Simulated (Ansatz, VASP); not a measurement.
# One calculation of Pd, two programs

INCAR

```
SYSTEM = Pd
PREC     = Accurate       ! precision mode
ENCUT    = 520            ! plane-wave cutoff, eV
EDIFF    = 1E-8           ! SCF threshold, eV
ISMEAR   = -1             ! smearing method
SIGMA    = 0.05           ! smearing width, eV
LREAL    = .FALSE.        ! projectors in reciprocal space
LASPH    = .TRUE.         ! aspherical terms in the spheres
NELM     = 80             ! most SCF steps
ALGO     = Normal         ! electronic algorithm
ISIF     = 2              ! what is computed and relaxed
LWAVE    = .FALSE.        ! write WAVECAR
LCHARG   = .FALSE.        ! write CHGCAR
GGA      = PS             ! functional
LEFG     = .TRUE.       
NBANDS   = 17             ! bands
```

KPOINTS

```
Automatic mesh
0
G
  12 12 7
  0 0 0
```

File POSCAR:

```
Pd
1.0
    2.7983685316      0.0000000000      0.0000000000
   -1.3991842658      2.4234582375      0.0000000000
    0.0000000000      0.0000000000      4.5333570212
Pd
2
Direct
    0.3666666667      0.6833333333      0.2750000000
    0.6333333333      0.3166666667      0.7250000000
```

Input for Ansatz:

```yaml
crystal:
  lattice:
    - [2.7983685316, 0.0, 0.0]
    - [-1.3991842658, 2.4234582375, 0.0]
    - [0.0, 0.0, 4.5333570212]
  atoms:
    - { symbol: Pd, position: [0.3666666667, 0.6833333333, 0.275] }
    - { symbol: Pd, position: [0.6333333333, 0.3166666667, 0.725] }
kpoints:
  mp_grid: { grid: [12, 12, 7] }
scf:
  occupations: { method: fermi_dirac, width: 0.05 }
hamiltonian:
  xc: pbesol
  pseudopotentials: { kind: paw }
output:
  forces: true
  stress: true
  eigenvalues: true
  efg: { contact_densities: true }
  populations: true
```

Change from the starting cell: shortest bond scaled by 1.1, PAW files.

Alike in both runs: task electric field gradients; functional PBEsol; k mesh 12 × 12 × 7; occupations fermi-dirac, width 0.05 eV; no spin polarisation.

```csv
,VASP,Ansatz
version,VASP 6.6.1,Ansatz 0.2.0
potentials or method,"VASP PAW PBE potentials, release 64 (Pd)","PAW with Ansatz's default frozen-core files, scalar-relativistic"
plane-wave cutoff (eV),520,420
valence electrons in the cell,20,36
```

|  | VASP | Ansatz | Ansatz less VASP |
| --- | --- | --- | --- |
| pressure (GPa) | -3.3 | -2.9 | +0.34 |
| traceless stress, the component that is largest in VASP (GPa) | 4.04 | 4.13 | +0.086 |
| rms of the force components (eV/Å) | 1.141 | 1.158 | +0.0170 |
| size of Vzz on the site where it differs most (V/Å²) | 10.4 | 16.8 | +6.43 |

VASP's potentials were made for PBE, not for PBEsol. Atom by atom the forces differ by 0.017 eV/Å (rms over components). VASP's potentials hold 20 valence electrons a cell and Ansatz's 36, so a difference there can come from the potentials and not from the codes.
